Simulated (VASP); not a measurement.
Write the native input for VASP 6.6.1 that does the following.

```yaml
Task: single point
Functional: PBE
Potentials_or_basis: VASP PAW PBE potentials, release 64 (Bi_d, Te, O)
Cutoff: 520 eV
k_mesh: 12 × 12 × 4
Occupations: gaussian, width 0.1 eV
Spin: no spin polarisation
Dipole_correction: no
Further_INCAR_settings: ALGO = Normal; EDIFF = 1e-07; NBANDS = 32
```

The structure of Bi2Te2O lies in POSCAR:

```
Bi2Te2O
1.0
    3.4620774884      0.0000000000      0.0000000000
   -1.7310387442      2.9982470549      0.0000000000
    0.0000000000      0.0000000000     13.9253704099
Bi Te O
2 2 1
Direct
    0.0000000000      0.0000000000      0.6495866317
    0.0000000000      0.0000000000      0.3504133683
    0.0000000000      0.0000000000      0.8965520023
    0.0000000000      0.0000000000      0.1034479977
    0.0000000000      0.0000000000      0.5000000000
```

The cell was generated, and may not be a known phase.

One way to write it, as run:

INCAR

```
PREC = Accurate
ENCUT = 520
EDIFF = 1E-7
ISMEAR = 0
SIGMA = 0.1
LREAL = False
LASPH = True
NELM = 100
ALGO = Normal
ISIF = 2
LWAVE = False
LCHARG = False
GGA = PE
NBANDS = 32
```

KPOINTS

```
Automatic mesh
0
Gamma
  12 12 4
```

Potentials or basis: VASP PAW PBE potentials, release 64 (Bi_d, Te, O).

Launch:

```bash
$ cat potpaw_PBE.64/Bi_d/POTCAR potpaw_PBE.64/Te/POTCAR potpaw_PBE.64/O/POTCAR > POTCAR
$ mpirun -np 1 vasp_std > vasp.out
```

Results of the run:

```yaml
Pressure: 0.0 GPa
Largest_force: 0.045 eV/Å
Band_gap_on_the_k_mesh: zero (bands 24 and 25 overlap by 5.10 eV)
```

Caveat: spin-orbit coupling is left out, which moves the levels of the heavy elements.

It took 5.7 min on 1 thread of Intel(R) Xeon(R) Platinum 8488C (Sapphire Rapids) (shared host), peak memory 0.42 GiB.
